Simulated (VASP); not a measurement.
# Ag2PdO2 in VASP: a series of runs

Runs on Ag2PdO2. Level: PBE. Tasks: single point, molecular dynamics.

Everything below comes from runs of VASP 6.6.1. Logs are shortened: lines on timing, memory, paths and dates and some standing lists are left out, and cuts for length are marked.

### 1 The cell of the first run

The cell holds a disordered packing, 5 atoms: a = 3.870 Å, b = 4.368 Å, c = 4.667 Å, α = 92.52°, β = 98.92°, γ = 84.94°.

### 2 Single point, PBE

The input, INCAR:

```
ALGO = Normal
EDIFF = 1E-7
ENCUT = 520
GGA = PE
ISIF = 2
ISMEAR = -1
LASPH = T
LCHARG = F
LREAL = F
LWAVE = F
NBANDS = 30
NELM = 80
PREC = Accurate
SIGMA = 0.05
```

The input, KPOINTS:

```
k-points
0
Gamma
  4 3 3
```

The input, POSCAR:

```
Ag2PdO2
1.0
    3.8152720000      0.4204260000     -0.4958520000
   -0.1275460000      4.3559710000     -0.2919040000
   -0.1396730000      0.1029440000      4.6634380000
Pd O Ag
1 2 2
Direct
    0.6350094067      0.2914020970      0.4716977307
    0.5706359413      0.9511238098      0.8977704469
    0.7083398012      0.7049723492      0.1663858200
    0.0500990637      0.2310049180      0.0447459536
    0.1749586864      0.8209667178      0.4904667079
```

Potentials or basis: VASP PAW PBE potentials, release 64 (Pd, O, Ag).

Run with:

```sh
> cat potpaw_PBE.64/Pd/POTCAR potpaw_PBE.64/O/POTCAR potpaw_PBE.64/Ag/POTCAR > POTCAR
> mpirun -np 1 vasp_std > vasp.out
```

OUTCAR:

```text
EDIFF = 1E-7
   ENCUT = 520
   GGA = PE
   ISIF = 2
   ISMEAR = -1
   LASPH = T
   LREAL = F
   NELM = 80
   PREC = Accurate

 ion  position               nearest neighbor table
   1  0.635  0.291  0.472-   3 2.41   2 2.59   4 2.74   5 2.79   4 2.80   5 2.80   5 2.85   4 2.91
                             5 3.24
   2  0.571  0.951  0.898-   3 1.68   4 2.31   5 2.33   4 2.44   1 2.59
   3  0.708  0.705  0.166-   2 1.68   5 2.25   1 2.41   4 2.45   5 2.74
   4  0.050  0.231  0.045-   2 2.31   2 2.44   3 2.45   1 2.74   5 2.76   1 2.80   1 2.91   5 3.16
                             5 3.26
   5  0.175  0.821  0.490-   3 2.25   2 2.33   3 2.74   4 2.76   1 2.79   1 2.80   1 2.85   4 3.16
                             1 3.24   4 3.26

  LATTYP: Found a triclinic cell.
 ALAT       =     9.6385378291
 B/A-ratio  =     0.9562457264
 C/A-ratio  =     1.3782909075
 COS(alpha) =     0.0027401605
 COS(beta)  =     0.6230246112
 COS(gamma) =     0.7811386614

  Lattice vectors:

 A1 = (   7.7702170000,   0.7379080000,  -5.6551420000)
 A2 = (   7.5029980000,   5.1968230000,  -1.2836080000)
 A3 = (   4.3497100000,  -8.4974040000,  -9.2389200000)

Analysis of symmetry for initial positions (statically):
=====================================================================
 Subroutine PRICEL returns:
 Original cell was already a primitive cell.

 Routine SETGRP: Setting up the symmetry group for a
 triclinic supercell.

 Subroutine GETGRP returns: Found  1 space group operations
 (whereof  1 operations were pure point group operations)
 out of a pool of  2 trial point group operations.

The static configuration has the point symmetry C_1 .

Analysis of symmetry for dynamics (positions and initial velocities):
=====================================================================
 Subroutine PRICEL returns:
 Original cell was already a primitive cell.

 Routine SETGRP: Setting up the symmetry group for a
 triclinic supercell.

 Subroutine GETGRP returns: Found  1 space group operations
 (whereof  1 operations were pure point group operations)
 out of a pool of  2 trial point group operations.

The dynamic configuration has the point symmetry C_1 .

 Subroutine INISYM returns: Found  1 space group operations
 (whereof  1 operations are pure point group operations),
 and found     1 'primitive' translations

----------------------------------------------------------------------------------------

                                     Primitive cell

  volume of cell :      77.5894

  direct lattice vectors                    reciprocal lattice vectors
     3.815272000  0.420426000 -0.495852000     0.262198961  0.008191509  0.007672204
    -0.127546000  4.355971000 -0.291904000    -0.025927208  0.228420837 -0.005818858
    -0.139673000  0.102944000  4.663438000     0.026256085  0.015168794  0.214885612

  length of vectors
     3.870261963  4.367603379  4.666664761     0.262439057  0.229961209  0.217014517

  position of ions in fractional coordinates (direct lattice)
     0.635009407  0.291402097  0.471697731
     0.570635941  0.951123810  0.897770447
     0.708339801  0.704972349  0.166385820
     0.050099064  0.231004918  0.044745954
     0.174958686  0.820966718  0.490466708

  ion indices of the primitive-cell ions
   primitive index   ion index
                 1           1
                 2           2
                 3           3
                 4           4
                 5           5

----------------------------------------------------------------------------------------

 KPOINTS: k-points

Automatic generation of k-mesh.
 Grid dimensions read from file:
 generate k-points for:    4    3    3

 Generating k-lattice:

  Cartesian coordinates                     Fractional coordinates (reciprocal lattice)
     0.065549740  0.002047877  0.001918051     0.250000000 -0.000000000 -0.000000000
    -0.008642403  0.076140279 -0.001939619    -0.000000000  0.333333333  0.000000000
     0.008752028  0.005056265  0.071628537    -0.000000000  0.000000000  0.333333333

  Length of vectors
     0.065609764  0.076653736  0.072338172

  Shift w.r.t. Gamma in fractional coordinates (k-lattice)
     0.000000000  0.000000000  0.000000000

 Subroutine IBZKPT returns following result:
 ===========================================

 Found     19 irreducible k-points:

 Following reciprocal coordinates:
            Coordinates               Weight
  0.000000  0.000000  0.000000      1.000000
  0.250000 -0.000000 -0.000000      2.000000
  0.500000 -0.000000 -0.000000      1.000000
 -0.000000  0.333333  0.000000      2.000000
  0.250000  0.333333  0.000000      2.000000
  0.500000  0.333333  0.000000      2.000000
[... 11 lines left out ...]
  0.500000 -0.333333  0.333333      2.000000
 -0.250000 -0.333333  0.333333      2.000000
   k-points           NKPTS =     19   k-points in BZ     NKDIM =     19   number of bands    NBANDS=     30
   number of dos      NEDOS =    301   number of ions     NIONS =      5
   total plane-waves  NPLWV =  34560
   dimension x,y,z NGX =    30 NGY =   32 NGZ =   36
   dimension x,y,z NGXF=    60 NGYF=   64 NGZF=   72
   ions per type =               1   2   2
   NGX,Y,Z   is equivalent  to a cutoff of  12.89, 12.18, 12.82 a.u.
   NGXF,Y,Z  is equivalent  to a cutoff of  25.77, 24.36, 25.65 a.u.
 SYSTEM =  unknown system
   PREC   = accura    normal or accurate (medium, high low for compatibility)
   ISTART =      0    job   : 0-new  1-cont  2-samecut
   ICHARG =      2    charge: 1-file 2-atom 10-const
   ISPIN  =      1    spin polarized calculation?
   LNONCOLLINEAR =      F non collinear calculations
   LSORBIT =      F    spin-orbit coupling
   LASPH  =      T    aspherical Exc in radial PAW
   ENCUT  =  520.0 eV  38.22 Ry    6.18 a.u.   7.20  8.12  8.68*2*pi/ulx,y,z
   NELM   =     80;   NELMIN=  2; NELMDL= -5     # of ELM steps
   EDIFF  = 0.1E-06   stopping-criterion for ELM
   LREAL  =      F    real-space projection
   EDIFFG = 0.1E-05   stopping-criterion for IOM
   NSW    =      0    number of steps for IOM
   IBRION =     -1    ionic relax: 0-MD 1-quasi-New 2-CG
   NFREE  =      0    steps in history (QN), initial steepest desc. (CG)
   ISIF   =      2    stress and relaxation
   ISYM   =      2    0-nonsym 1-usesym 2-fastsym
   POTIM  = 0.5000    time-step for ionic-motion
   TEBEG  =    0.0;   TEEND  =   0.0 temperature during run
   PSTRESS=    0.0 pullay stress
   NELECT =      44.0000    total number of electrons
   NUPDOWN=      -1.0000    fix difference up-down
   EMIN   =  10.00;   EMAX   =-10.00  energy-range for DOS
   EFERMI =   0.00;   METHOD = LEGACY
   ISMEAR =    -1;   SIGMA  =   0.05  broadening in eV -4-tet -1-fermi 0-gaus
   EFERMI_NEDOS =   21; number of points for ismear=-14 and -15
   IALGO  =     38    algorithm
   IMIX   =      4    mixing-type and parameters
     AMIX     =   0.40;   BMIX     =  1.00
     AMIX_MAG =   1.60;   BMIX_MAG =  1.00
  volume/ion in A,a.u.               =      15.52       104.72
  Fermi-wavevector in a.u.,A,eV,Ry     =   1.355059  2.560691 24.982826  1.836186
  Thomas-Fermi vector in A             =   2.482179
   LORBIT       =      0    0 simple, 1 ext, 2 COOP (PROOUT), +10 PAW based schemes
   GGA     = PE    functional components
   LHFCALC =     F    Hartree Fock is set to
   AEXX    =    0.0000 exact exchange contribution
   IVDW    =     0    specifies the selected vdW correction
   LEPSILON=     F    determine dielectric tensor
   LRPA    =     F    only Hartree local field effects (RPA)
 non-spin polarized calculation
  energy-cutoff  :      520.00
  volume of cell :       77.59
 maximum number of plane-waves:      2107
 NGX is ok and might be reduce to    30
   NGX = 15   NGY = 17   NGZ = 17

 number of electron      43.9999998 magnetization

 Free energy of the ion-electron system (eV)
  ---------------------------------------------------
  ext. energy  EPLUGINS =         0.00000000
  ---------------------------------------------------
  free energy    TOTEN  =       -18.36536759 eV

  energy without entropy =      -18.33498366  energy(sigma->0) =      -18.35017563

 E-fermi :   4.7822     XC(G=0): -11.0577

 val. band max:        4.7600695810   @ k =   0.5000  -0.3333   0.3333
 cond. band min:       4.7860525889   @ k =   0.2500  -0.0000  -0.0000
 fundamental gap:      0.0259830079
 Fermi energy:         4.7821523219

 k-point     1 :       0.0000    0.0000    0.0000
  band No.  band energies     occupation
      1     -14.7231      2.00000
      2     -11.1119      2.00000
      3      -1.7736      2.00000
      4      -0.1930      2.00000
      5       0.0208      2.00000
      6       0.1702      2.00000
[... 22 lines left out ...]
     29      13.8235      0.00000
     30      16.5231      0.00000

 k-point     2 :       0.2500   -0.0000   -0.0000
  band No.  band energies     occupation
      1     -14.6758      2.00000
      2     -11.1511      2.00000
      3      -1.5455      2.00000
      4      -0.4401      2.00000
      5       0.0094      2.00000
      6       0.2669      2.00000
[... 22 lines left out ...]
     29      14.1512      0.00000
     30      14.8692      0.00000

 k-point     3 :       0.5000   -0.0000   -0.0000
  band No.  band energies     occupation
      1     -14.6271      2.00000
      2     -11.1912      2.00000
      3      -1.2420      2.00000
      4      -0.8452      2.00000
      5      -0.1647      2.00000
      6       0.5667      2.00000
[... 22 lines left out ...]
     29      14.5146      0.00000
     30      14.8014      0.00000

 k-point     4 :      -0.0000    0.3333    0.0000
  band No.  band energies     occupation
      1     -14.6740      2.00000
      2     -11.1942      2.00000
      3      -1.4601      2.00000
      4      -0.4107      2.00000
      5       0.0906      2.00000
      6       0.3786      2.00000
[... 451 lines left out ...]
     29      13.9807      0.00000
     30      16.8876      0.00000

 k-point    18 :       0.5000   -0.3333    0.3333
  band No.  band energies     occupation
      1     -14.6135      2.00000
      2     -11.1968      2.00000
      3      -1.3979      2.00000
      4      -0.3954      2.00000
      5       0.0848      2.00000
      6       0.6827      2.00000
[... 22 lines left out ...]
     29      12.0954      0.00000
     30      14.1748      0.00000

 k-point    19 :      -0.2500   -0.3333    0.3333
  band No.  band energies     occupation
      1     -14.6406      2.00000
      2     -11.1987      2.00000
      3      -1.4177      2.00000
      4      -0.4101      2.00000
      5       0.0440      2.00000
      6       0.5521      2.00000
[... 22 lines left out ...]
     29      12.9924      0.00000
     30      14.2977      0.00000

------------------------ aborting loop because EDIFF is reached ----------------------------------------

  FORCE on cell =-STRESS in cart. coord.  units (eV):
  Direction    XX          YY          ZZ          XY          YZ          ZX
  --------------------------------------------------------------------------------------
  -------------------------------------------------------------------------------------
  Total       -2.0148676     -0.9470210     -1.4183512      0.0661055      0.2891267     -0.5434936
  in kB      -41.6058997    -19.5554594    -29.2881664      1.3650419      5.9703053    -11.2228411
  external PRESSURE =     -30.1498418 kB  Pullay stress =       0.0000000 kB

 VOLUME and BASIS-vectors are now :
 -----------------------------------------------------------------------------
  energy-cutoff  :      520.00
  volume of cell :       77.59
      direct lattice vectors                 reciprocal lattice vectors
     3.815272000  0.420426000 -0.495852000     0.262198961  0.008191509  0.007672204
    -0.127546000  4.355971000 -0.291904000    -0.025927208  0.228420837 -0.005818858
    -0.139673000  0.102944000  4.663438000     0.026256085  0.015168794  0.214885612

 POSITION                                       TOTAL-FORCE (eV/Angst)
 -----------------------------------------------------------------------------------
      2.31968      1.58487      1.79980        -0.084840      0.386867      0.262534
      1.93042      4.47540      3.62611        -0.601567      0.064693     -0.455513
      2.58935      3.38577      0.21891         0.178982     -0.613677      0.333566
      0.15543      1.03192      0.11640         0.476320      0.566690     -0.700801
      0.49430      3.70016      1.96086         0.031106     -0.404572      0.560215
 -----------------------------------------------------------------------------------
    total drift:                               -0.000005      0.000103      0.000269

  FREE ENERGIE OF THE ION-ELECTRON SYSTEM (eV)
  ---------------------------------------------------
  free  energy   TOTEN  =       -18.3653675938 eV

  energy  without entropy=      -18.3349836644  energy(sigma->0) =      -18.35017563
```

Run time: 33 s. Hardware: 1 thread of Oxide Virtual Turin-like, shared host; peak memory 0.17 GiB.

What came out:

| Property | Result |
| --- | --- |
| Free energy | -18.3654 eV |
| Pressure | -3.0 GPa |
| Largest force | 1.019 eV/Å |
| Band gap on the k mesh | zero (bands 22 and 23 overlap by 0.31 eV) |

Forces in eV/Å, atoms in the order of the input:
```
Pd  -0.085  0.387  0.263
O   -0.602  0.065 -0.456
O    0.179 -0.614  0.334
Ag   0.476  0.567 -0.701
Ag   0.031 -0.405  0.560
```

Stress tensor (GPa, compression positive):
```
-4.16  0.14 -1.12
 0.14 -1.96  0.60
-1.12  0.60 -2.93
```

Levels at points of the mesh, in eV from the Fermi level:
| k point | band 19 | band 20 | band 21 | band 22 | band 23 | band 24 | band 25 | band 26 |
| --- | --- | --- | --- | --- | --- | --- | --- | --- |
| (0.00, 0.00, 0.00) | -0.55 | -0.36 | -0.08 | 0.15 | 0.42 | 1.21 | 4.26 | 5.79 |
| (0.50, 0.00, 0.00) | -0.95 | -0.74 | -0.37 | -0.29 | 0.89 | 2.20 | 2.76 | 6.44 |

Caveat: the k points lie up to 0.48 Å⁻¹ apart.

### 3 Single point, PBE

The input, INCAR:

```
SYSTEM = Ag2PdO2
PREC = Accurate
ENCUT = 520
EDIFF = 1E-6
ISMEAR = -1
SIGMA = 0.05
LREAL = .FALSE.
LASPH = .TRUE.
NELM = 60
ALGO = Normal
ISIF = 2
LWAVE = .FALSE.
LCHARG = .TRUE.
GGA = PE
LELF = .TRUE.
LVHAR = .TRUE.
NBANDS = 30
```

The input, KPOINTS:

```
Automatic mesh
0
G
  4 3 3
  0 0 0
```

The input, POSCAR:

```
Ag2PdO2
1.0
    3.8152720000      0.4204260000     -0.4958520000
   -0.1275460000      4.3559710000     -0.2919040000
   -0.1396730000      0.1029440000      4.6634380000
Pd O Ag
1 2 2
Direct
    0.6374766115      0.2996690496      0.4663755896
    0.5680826180      0.9299610500      0.8758736050
    0.7093594582      0.7101200637      0.1887573488
    0.0514182163      0.2234276579      0.0552732238
    0.1714326730      0.8227633049      0.4851195906
```

Potentials or basis: VASP PAW PBE potentials, release 64 (Pd, O, Ag).

Run with:

```sh
> cat potpaw_PBE.64/Pd/POTCAR potpaw_PBE.64/O/POTCAR potpaw_PBE.64/Ag/POTCAR > POTCAR
> mpirun -np 1 vasp_std > vasp.out
```

It took 36 s on 1 thread of Oxide Virtual Turin-like, shared host; peak memory 0.17 GiB.

It converged, with:

* Free energy: -18.3368 eV
* Pressure: -2.6 GPa
* Largest force: 1.337 eV/Å
* Band gap on the k mesh: zero (bands 22 and 23 overlap by 0.23 eV)

Forces in eV/Å, atoms in the order of the input:
```
Pd  -0.090  0.409  0.467
O   -0.515  0.568 -0.763
O    0.054 -0.956  0.528
Ag   0.351  0.446 -1.210
Ag   0.200 -0.468  0.978
```

Stress tensor (GPa, compression positive):
```
-3.43 -0.38 -0.75
-0.38 -2.55  0.11
-0.75  0.11 -1.82
```

Levels at points of the mesh, in eV from the Fermi level:
```csv
k point,band 19,band 20,band 21,band 22,band 23,band 24,band 25,band 26
"(0.00, 0.00, 0.00)",-0.60,-0.48,-0.02,0.13,0.48,0.77,4.25,5.89
"(0.50, 0.00, 0.00)",-1.02,-0.79,-0.40,-0.22,0.74,2.29,2.65,6.41
```

Caveat: the k points lie up to 0.48 Å⁻¹ apart.

[end of part 1 of 2]

The gap in the log of VASP goes by the Fermi energy; the results here count the filled bands.